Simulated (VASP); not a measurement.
Input of a VASP 6.6.1 run:

Contents of INCAR:

```
SYSTEM = LaScF
  PREC = Accurate
  ENCUT = 520
  EDIFF = 1E-6
  ISMEAR = 0
  SIGMA = 0.1
  LREAL = .False.
  LASPH = .True.
  NELM = 60
  ALGO = Normal
  ISIF = 2
  LWAVE = .False.
  LCHARG = .False.
  GGA = PE
  NBANDS = 22
```

The input KPOINTS:

```
Automatic mesh
0
Gamma
  12 12 8
  0 0 0
```

Contents of POSCAR:

```
LaScF
1.0
    3.6496685911      0.0000000000      0.0000000000
   -1.8248342956      3.1607057153      0.0000000000
    0.0000000000      0.0000000000      6.5045221443
La Sc F
1 1 1
Direct
    0.0000000000      0.0000000000      0.0000000000
    0.3333333333      0.6666666667      0.5000000000
    0.6666666667      0.3333333333      0.5000000000
```

Potentials or basis: VASP PAW PBE potentials, release 64 (La, Sc_sv, F).

The run is started by

```bash
$ cat potpaw_PBE.64/La/POTCAR potpaw_PBE.64/Sc_sv/POTCAR potpaw_PBE.64/F/POTCAR > POTCAR
$ mpirun -np 1 vasp_std > vasp.out
```

(1) Predict the pressure.

(2) What does it give for the band gap on the k mesh?

Results:

(1) 0.2 GPa.

(2) zero (an odd number of electrons rules out a gap without spin polarisation).

Caveat: spin-orbit coupling is left out, which moves the levels of the heavy elements; an odd number of electrons without spin polarisation forces a metal; a magnetic or distorted state may lie lower.
